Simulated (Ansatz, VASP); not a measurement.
**CdS: VASP beside Ansatz**

```
CELL_PARAMETERS angstrom
0.00000 2.81666 2.81666
2.81666 0.00000 2.81666
2.81666 2.81666 0.00000
ATOMIC_POSITIONS crystal
Cd 0.00000 0.00000 0.00000
S 0.25000 0.25000 0.25000
```

Alike in both runs: task single point; functional r2SCAN; k mesh 8 × 8 × 8; occupations gaussian, width 0.02 eV; no spin polarisation.

|  | VASP | Ansatz |
| --- | --- | --- |
| version | VASP 6.6.1 | Ansatz 0.2.0 |
| potentials or method | VASP PAW PBE potentials, release 64 (Cd, S), cutoff 520 eV | scalar-relativistic, plane waves, PAW |
| valence electrons in the cell | 18 | 26 |

|  | VASP | Ansatz | Ansatz less VASP |
| --- | --- | --- | --- |
| gap on the k mesh at the Fermi level (eV) | 1.83 | 1.82 | -0.005 |
| least direct gap on the mesh (eV) | 1.83 | 1.82 | -0.005 |
| pressure (GPa) | 10.8 | 10.3 | -0.55 |

VASP's potentials were made for PBE, not for r2SCAN. VASP's potentials hold 18 valence electrons a cell and Ansatz's 26, so a difference there can come from the potentials and not from the codes.
